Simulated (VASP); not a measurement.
# TiAl3 (Pm-3m) in VASP: notebook, part 2 of 2

VASP 6.6.1.

## Step 5: Relaxation of cell and atoms, PBE, target pressure 4 GPa, at which the enthalpy is minimised

This run uses another cell than the first one, of 15.21 Å³/atom.

Input file INCAR:

```
SYSTEM = TiAl3
ALGO = Fast
EDIFF = 1E-6
EDIFFG = -0.008
ENCUT = 600
GGA = PE
IBRION = 2
ISIF = 3
ISMEAR = 0
LASPH = .TRUE.
LCHARG = .FALSE.
LREAL = .FALSE.
LWAVE = .FALSE.
NELM = 80
NSW = 70
PREC = Accurate
PSTRESS = 40.0
SIGMA = 0.1
```

Input file KPOINTS:

```
k-points
0
G
  10 10 10
  0 0 0
```

Input file POSCAR:

```
TiAl3
1.0
    3.9327838431      0.0000000000      0.0000000000
    0.0000000000      3.9327838431      0.0000000000
    0.0000000000      0.0000000000      3.9327838431
Ti Al
1 3
Direct
    0.0000000000      0.0000000000      0.0000000000
    0.5000000000      0.5000000000      0.0000000000
    0.5000000000      0.0000000000      0.5000000000
    0.0000000000      0.5000000000      0.5000000000
```

The run is started by

```console
$ cat potpaw_PBE.64/Ti_sv/POTCAR potpaw_PBE.64/Al/POTCAR > POTCAR
$ mpirun -np 1 vasp_std > vasp.out
```

It took 3.6 min on 1 thread of Intel Xeon 8259CL, shared host; peak memory 0.22 GiB.

Results (log left out):

| Quantity | Value |
| --- | --- |
| Free energy | -20.5285 eV |
| Pressure after relaxing | 4.0 GPa |
| Band gap on the k mesh | zero (an odd number of electrons rules out a gap without spin polarisation) |

Final structure:
```
CELL_PARAMETERS angstrom
3.93278 0.00000 0.00000
0.00000 3.93278 0.00000
0.00000 0.00000 3.93278
ATOMIC_POSITIONS crystal
Ti 0.00000 0.00000 0.00000
Al 0.50000 0.50000 0.00000
Al 0.50000 0.00000 0.50000
Al 0.00000 0.50000 0.50000
```

Levels at points of the mesh, in eV from the Fermi level:
```
           k point  band 6  band 7  band 8  band 9  band 10  band 11  band 12  band 13  band 14
(0.00, 0.00, 0.00)   -3.17   -3.17   -2.23   -2.23    -2.23     0.12     0.12     0.12     0.72
(0.50, 0.00, 0.00)   -8.11   -2.34   -2.34   -2.26     0.37     0.72     0.72     0.97     1.41
(0.50, 0.50, 0.00)   -6.22   -6.22   -5.13   -1.32    -1.32     0.60     0.89     1.06     1.16
(0.50, 0.50, 0.50)   -5.24   -5.24   -5.10   -3.58    -3.58    -3.58     0.20     1.22     1.22
```

Caveat: the relaxation stopped at its first step, so nothing moved; the cell is relaxed towards a set pressure, so the run minimises the enthalpy, not the energy.

## Step 6: Relaxation of cell and atoms, PBE, target pressure 1 GPa, at which the enthalpy is minimised

This run uses another cell than the first one, of 15.60 Å³/atom.

Input file INCAR:

```
SYSTEM = TiAl3
PREC = Accurate ; ENCUT = 600
EDIFF = 1E-6 ; ISMEAR = 0
SIGMA = 0.1 ; LREAL = .FALSE.
LASPH = .TRUE. ; NELM = 80
ALGO = Normal ; ISIF = 3
LWAVE = .FALSE. ; LCHARG = .FALSE.
GGA = PE ; IBRION = 2
NSW = 70 ; EDIFFG = -0.008
PSTRESS = 10.0
```

Input file KPOINTS:

```
Automatic mesh
0
G
  10 10 10
  0 0 0
```

Input file POSCAR:

```
TiAl3
1.0
    3.9666970505      0.0000000000      0.0000000000
    0.0000000000      3.9666970505      0.0000000000
    0.0000000000      0.0000000000      3.9666970505
Ti Al
1 3
Direct
    0.0000000000      0.0000000000      0.0000000000
    0.5000000000      0.5000000000      0.0000000000
    0.5000000000      0.0000000000      0.5000000000
    0.0000000000      0.5000000000      0.5000000000
```

Potentials or basis: VASP PAW PBE potentials, release 64 (Ti_sv, Al).

The run is started by

```console
$ cat potpaw_PBE.64/Ti_sv/POTCAR potpaw_PBE.64/Al/POTCAR > POTCAR
$ mpirun -np 1 vasp_std > vasp.out
```

OUTCAR:

```text
SYSTEM = TiAl3
   PREC = Accurate
   ENCUT = 600
   EDIFF = 1E-6
   ISMEAR = 0
   LREAL = .FALSE.
   LASPH = .TRUE.
   NELM = 80
   ISIF = 3
   GGA = PE
   IBRION = 2
   NSW = 70
   EDIFFG = -0.008
   PSTRESS = 10.0

 ion  position               nearest neighbor table
   1  0.000  0.000  0.000-   2 2.80   3 2.80   4 2.80   3 2.80   4 2.80   2 2.80   4 2.80   4 2.80
                             2 2.80   3 2.80   3 2.80   2 2.80
   2  0.500  0.500  0.000-   1 2.80   3 2.80   4 2.80   3 2.80   4 2.80   1 2.80   3 2.80   3 2.80
                             1 2.80   4 2.80   4 2.80   1 2.80
   3  0.500  0.000  0.500-   1 2.80   2 2.80   4 2.80   1 2.80   2 2.80   2 2.80   4 2.80   2 2.80
                             1 2.80   4 2.80   1 2.80   4 2.80
   4  0.000  0.500  0.500-   1 2.80   2 2.80   3 2.80   1 2.80   2 2.80   1 2.80   3 2.80   1 2.80
                             2 2.80   3 2.80   2 2.80   3 2.80

  LATTYP: Found a simple cubic cell.
 ALAT       =     3.9666970505

  Lattice vectors:

 A1 = (   3.9666970505,   0.0000000000,   0.0000000000)
 A2 = (   0.0000000000,   3.9666970505,   0.0000000000)
 A3 = (   0.0000000000,   0.0000000000,   3.9666970505)

Analysis of symmetry for initial positions (statically):
=====================================================================
 Subroutine PRICEL returns:
 Original cell was already a primitive cell.

 Routine SETGRP: Setting up the symmetry group for a
 simple cubic supercell.

 Subroutine GETGRP returns: Found 48 space group operations
 (whereof 48 operations were pure point group operations)
 out of a pool of 48 trial point group operations.

The static configuration has the point symmetry O_h .

Analysis of symmetry for dynamics (positions and initial velocities):
=====================================================================
 Subroutine PRICEL returns:
 Original cell was already a primitive cell.

 Routine SETGRP: Setting up the symmetry group for a
 simple cubic supercell.

 Subroutine GETGRP returns: Found 48 space group operations
 (whereof 48 operations were pure point group operations)
 out of a pool of 48 trial point group operations.

The dynamic configuration has the point symmetry O_h .

 Subroutine INISYM returns: Found 48 space group operations
 (whereof 48 operations are pure point group operations),
 and found     1 'primitive' translations

----------------------------------------------------------------------------------------

                                     Primitive cell

  volume of cell :      62.4147

  direct lattice vectors                    reciprocal lattice vectors
     3.966697051  0.000000000  0.000000000     0.252098909  0.000000000  0.000000000
     0.000000000  3.966697051  0.000000000     0.000000000  0.252098909  0.000000000
     0.000000000  0.000000000  3.966697051     0.000000000  0.000000000  0.252098909

  length of vectors
     3.966697051  3.966697051  3.966697051     0.252098909  0.252098909  0.252098909

  position of ions in fractional coordinates (direct lattice)
     0.000000000  0.000000000  0.000000000
     0.500000000  0.500000000  0.000000000
     0.500000000  0.000000000  0.500000000
     0.000000000  0.500000000  0.500000000

  ion indices of the primitive-cell ions
   primitive index   ion index
                 1           1
                 2           2
[... 58 lines left out ...]
   total plane-waves  NPLWV =  32768
   dimension x,y,z NGX =    32 NGY =   32 NGZ =   32
   dimension x,y,z NGXF=    64 NGYF=   64 NGZF=   64
   ions per type =               1   3
   NGX,Y,Z   is equivalent  to a cutoff of  13.41, 13.41, 13.41 a.u.
   NGXF,Y,Z  is equivalent  to a cutoff of  26.82, 26.82, 26.82 a.u.
 SYSTEM =  TiAl3
   PREC   = accura    normal or accurate (medium, high low for compatibility)
   ISTART =      0    job   : 0-new  1-cont  2-samecut
   ICHARG =      2    charge: 1-file 2-atom 10-const
   ISPIN  =      1    spin polarized calculation?
   LNONCOLLINEAR =      F non collinear calculations
   LSORBIT =      F    spin-orbit coupling
   LASPH  =      T    aspherical Exc in radial PAW
   ENCUT  =  600.0 eV  44.10 Ry    6.64 a.u.   7.92  7.92  7.92*2*pi/ulx,y,z
   NELM   =     80;   NELMIN=  2; NELMDL= -5     # of ELM steps
   EDIFF  = 0.1E-05   stopping-criterion for ELM
   LREAL  =      F    real-space projection
   EDIFFG = -.8E-02   stopping-criterion for IOM
   NSW    =     70    number of steps for IOM
   IBRION =      2    ionic relax: 0-MD 1-quasi-New 2-CG
   NFREE  =      1    steps in history (QN), initial steepest desc. (CG)
   ISIF   =      3    stress and relaxation
   ISYM   =      2    0-nonsym 1-usesym 2-fastsym
   POTIM  = 0.5000    time-step for ionic-motion
   TEBEG  =    0.0;   TEEND  =   0.0 temperature during run
   PSTRESS=   10.0 pullay stress
   NELECT =      21.0000    total number of electrons
   NUPDOWN=      -1.0000    fix difference up-down
   EMIN   =  10.00;   EMAX   =-10.00  energy-range for DOS
   EFERMI =   0.00;   METHOD = LEGACY
   ISMEAR =     0;   SIGMA  =   0.10  broadening in eV -4-tet -1-fermi 0-gaus
   EFERMI_NEDOS =   21; number of points for ismear=-14 and -15
   IALGO  =     38    algorithm
   IMIX   =      4    mixing-type and parameters
     AMIX     =   0.40;   BMIX     =  1.00
     AMIX_MAG =   1.60;   BMIX_MAG =  1.00
  volume/ion in A,a.u.               =      15.60       105.30
  Fermi-wavevector in a.u.,A,eV,Ry     =   1.138638  2.151713 17.639897  1.296496
  Thomas-Fermi vector in A             =   2.275342
   LORBIT       =      0    0 simple, 1 ext, 2 COOP (PROOUT), +10 PAW based schemes
   GGA     = PE    functional components
   LHFCALC =     F    Hartree Fock is set to
   AEXX    =    0.0000 exact exchange contribution
   IVDW    =     0    specifies the selected vdW correction
   LEPSILON=     F    determine dielectric tensor
   LRPA    =     F    only Hartree local field effects (RPA)
 conjugate gradient relaxation of ions
 non-spin polarized calculation
 Gauss-broadening in eV      SIGMA  =   0.10
  energy-cutoff  :      600.00
  volume of cell :       62.41
 maximum number of plane-waves:      2176
 NGX is ok and might be reduce to    32
   NGX = 15   NGY = 15   NGZ = 15

 number of electron      20.9999993 magnetization

 Free energy of the ion-electron system (eV)
  ---------------------------------------------------
  ext. energy  EPLUGINS =         0.00000000
  ---------------------------------------------------
  free energy    TOTEN  =       -20.55361321 eV

  energy without entropy =      -20.54280912  energy(sigma->0) =      -20.54821117

 E-fermi :   9.0612     XC(G=0): -10.7964

 val. band max:        9.0447733418   @ k =   0.4000   0.4000   0.1000
 cond. band min:       9.0859586518   @ k =   0.2000   0.1000   0.0000
 fundamental gap:      0.0411853100
 Fermi energy:         9.0611781442

 k-point     1 :       0.0000    0.0000    0.0000
  band No.  band energies     occupation
      1     -47.9381      2.00000
      2     -24.2410      2.00000
      3     -24.2410      2.00000
      4     -24.2410      2.00000
      5      -1.7528      2.00000
      6       5.9530      2.00000
      7       5.9530      2.00000
      8       6.8599      2.00000
      9       6.8599      2.00000
     10       6.8599      2.00000
     11       9.1860      0.07754
     12       9.1860      0.07754
     13       9.1860      0.07754
     14       9.7611      0.00000
[... 377 lines left out ...]
      1     -47.9374      2.00000
      2     -24.2533      2.00000
      3     -24.2418      2.00000
      4     -24.2416      2.00000
      5      -0.7162      2.00000
      6       2.9680      2.00000
      7       5.6570      2.00000
      8       6.2117      2.00000
      9       7.2211      2.00000
     10       8.5171      2.00000
     11       8.9367      1.92157
     12       9.5671      0.00000
     13       9.8948      0.00000
     14      11.3901      0.00000

 [... further k-points ...]
[... 5 lines left out ...]
  --------------------------------------------------------------------------------------
  -------------------------------------------------------------------------------------
  Total        0.3737734      0.3737734      0.3737734      0.0000000      0.0000000      0.0000000
  in kB        9.5947117      9.5947117      9.5947117      0.0000000      0.0000000      0.0000000
  external PRESSURE =      -0.4052883 kB  Pullay stress =      10.0000000 kB

 VOLUME and BASIS-vectors are now :
 -----------------------------------------------------------------------------
  energy-cutoff  :      600.00
  volume of cell :       62.41
      direct lattice vectors                 reciprocal lattice vectors
     3.966697051  0.000000000  0.000000000     0.252098909  0.000000000  0.000000000
     0.000000000  3.966697051  0.000000000     0.000000000  0.252098909  0.000000000
     0.000000000  0.000000000  3.966697051     0.000000000  0.000000000  0.252098909

 POSITION                                       TOTAL-FORCE (eV/Angst)
 -----------------------------------------------------------------------------------
      0.00000      0.00000      0.00000         0.000000      0.000000      0.000000
      1.98335      1.98335      0.00000         0.000000      0.000000      0.000000
      1.98335      0.00000      1.98335         0.000000      0.000000      0.000000
      0.00000      1.98335      1.98335         0.000000      0.000000      0.000000
 -----------------------------------------------------------------------------------
    total drift:                                0.000000      0.000000      0.000000

  FREE ENERGIE OF THE ION-ELECTRON SYSTEM (eV)
  ---------------------------------------------------
  free  energy   TOTEN  =       -20.5536132059 eV

  energy  without entropy=      -20.5428091247  energy(sigma->0) =      -20.54821117

  enthalpy is  TOTEN    =       -20.1640512682 eV   P V=        0.3895619377

 reached required accuracy - stopping structural energy minimisation
```

CONTCAR:

```text
TiAl3
   1.00000000000000
     3.9666970505000001    0.0000000000000000    0.0000000000000000
     0.0000000000000000    3.9666970505000001    0.0000000000000000
     0.0000000000000000    0.0000000000000000    3.9666970505000001
  Ti              Al
     1     3
Direct
     0.0000000000000000    0.0000000000000000    0.0000000000000000
     0.5000000000000000    0.5000000000000000    0.0000000000000000
     0.5000000000000000    0.0000000000000000    0.5000000000000000
     0.0000000000000000    0.5000000000000000    0.5000000000000000

  0.00000000E+00  0.00000000E+00  0.00000000E+00
  0.00000000E+00  0.00000000E+00  0.00000000E+00
  0.00000000E+00  0.00000000E+00  0.00000000E+00
  0.00000000E+00  0.00000000E+00  0.00000000E+00
```

Wall time 83 s (1 thread of Intel Xeon 8259CL, shared host); peak memory 0.21 GiB.

What came out:

```yaml
Free_energy: -20.5536 eV
Pressure_after_relaxing: 1.0 GPa
Band_gap_on_the_k_mesh: zero (an odd number of electrons rules out a gap without spin polarisation)
```

Final structure:
```
Ti Al
1.0
     3.96670    0.00000    0.00000
     0.00000    3.96670    0.00000
     0.00000    0.00000    3.96670
Ti Al
1 3
Cartesian
  0.0000 0.0000 0.0000
  1.9833 1.9833 0.0000
  1.9833 0.0000 1.9833
  0.0000 1.9833 1.9833
```

Levels at points of the mesh, in eV from the Fermi level:
```tsv
k point	band 6	band 7	band 8	band 9	band 10	band 11	band 12	band 13	band 14
(0.00, 0.00, 0.00)	-3.11	-3.11	-2.20	-2.20	-2.20	0.12	0.12	0.12	0.70
(0.50, 0.00, 0.00)	-8.01	-2.28	-2.28	-2.19	0.37	0.70	0.70	0.93	0.99
(0.50, 0.50, 0.00)	-6.16	-6.16	-5.05	-1.28	-1.28	0.59	0.86	1.06	1.12
(0.50, 0.50, 0.50)	-5.18	-5.18	-4.99	-3.53	-3.53	-3.53	0.17	1.19	1.19
```

Caveat: the relaxation stopped at its first step, so nothing moved; the cell is relaxed towards a set pressure, so the run minimises the enthalpy, not the energy.

## Step 7: Overview

```tsv
task	cell	k mesh	cutoff (eV)	gap on the mesh (eV)	pressure (GPa)
single point	a = 3.633 Å, 4 atoms	12 × 12 × 12	520	none	49.9
single point	a = 3.763 Å, 4 atoms	12 × 12 × 12	520	none	25.0
relaxation of cell and atoms	relaxed to 12 GPa from a = 3.855 Å, 4 atoms	10 × 10 × 10	600	none	12.0
relaxation of cell and atoms	relaxed to 4 GPa from a = 3.933 Å, 4 atoms	10 × 10 × 10	600	none	4.0
relaxation of cell and atoms	relaxed to 1 GPa from a = 3.967 Å, 4 atoms	10 × 10 × 10	600	none	1.0
```

Alike in all rows: level PBE; potentials or basis VASP PAW PBE potentials, release 64 (Ti_sv, Al); no spin polarisation; smearing gaussian 0.1 eV.

Caveats: the cell is relaxed towards a set pressure, so the run minimises the enthalpy, not the energy (at least some runs); the cell stands under pressure (at least some runs); the relaxation stopped at its first step, so nothing moved (at least some runs).

Absolute energies hang on the potentials; compare differences alone.

The gap in the log of VASP goes by the Fermi energy; the results here count the filled bands.